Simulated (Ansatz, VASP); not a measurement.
Li: VASP beside Ansatz

Contents of POSCAR:

```
Li
1.0
    0.0000000000      2.1359400000      2.1359400000
    2.1359400000      0.0000000000      2.1359400000
    2.1359400000      2.1359400000      0.0000000000
Li
1
Direct
    0.0000000000      0.0000000000      0.0000000000
```

File INCAR.step1:

```
ALGO = Normal
EDIFF = 1E-5
ENCUT = 830
GGA = PE
GGA_COMPAT = False
ISMEAR = 0
LASPH = True
LCHARG = False
LREAL = False
LWAVE = True
NBANDS = 8
NELM = 120
PREC = Accurate
SIGMA = 0.15
```

INCAR.step2

```
ALGO = Normal
EDIFF = 1E-6
ENCUT = 830
GGA_COMPAT = False
ISIF = 2
ISMEAR = 0
ISTART = 1
LASPH = True
LCHARG = False
LMIXTAU = True
LREAL = False
LWAVE = False
METAGGA = R2SCAN
NBANDS = 8
NELM = 120
PREC = Accurate
SIGMA = 0.15
```

Contents of KPOINTS:

```
k-points
0
Gamma
  18 18 18
```

Input for Ansatz:

```yaml
crystal:
  lattice:
    - [0.0, 2.13594, 2.13594]
    - [2.13594, 0.0, 2.13594]
    - [2.13594, 2.13594, 0.0]
  atoms:
    - { symbol: Li, position: [0.0, 0.0, 0.0] }
basis:
  ecutwfc: 500
kpoints:
  mp_grid: { grid: [18, 18, 18] }
hamiltonian:
  xc: r2scan
scf:
  occupations: { method: gaussian, width: 0.15 }
output:
  forces: true
  stress: true
  eigenvalues: true
```

Change from the starting cell: strain -0.030 along x and y, -0.030 along z, atoms carried along.

Alike in both runs: task single point; functional r2SCAN; k mesh 18 × 18 × 18; occupations gaussian, width 0.15 eV; no spin polarisation.

|  | VASP | Ansatz |
| --- | --- | --- |
| version | VASP 6.6.1 | Ansatz 0.2.0 |
| potentials or method | VASP PAW PBE potentials, release 64 (Li_sv), cutoff 830 eV | scalar-relativistic, plane waves, PAW |
| valence electrons in the cell | 3 | 3 |

|  | VASP | Ansatz | Ansatz less VASP |
| --- | --- | --- | --- |
| gap on the k mesh at the Fermi level (eV) | none | none | - |
| pressure (GPa) | 0.6 | 1.1 | +0.46 |

VASP's potentials were made for PBE, not for r2SCAN. A gap of «none» marks a metal or a gap that the smearing closes.
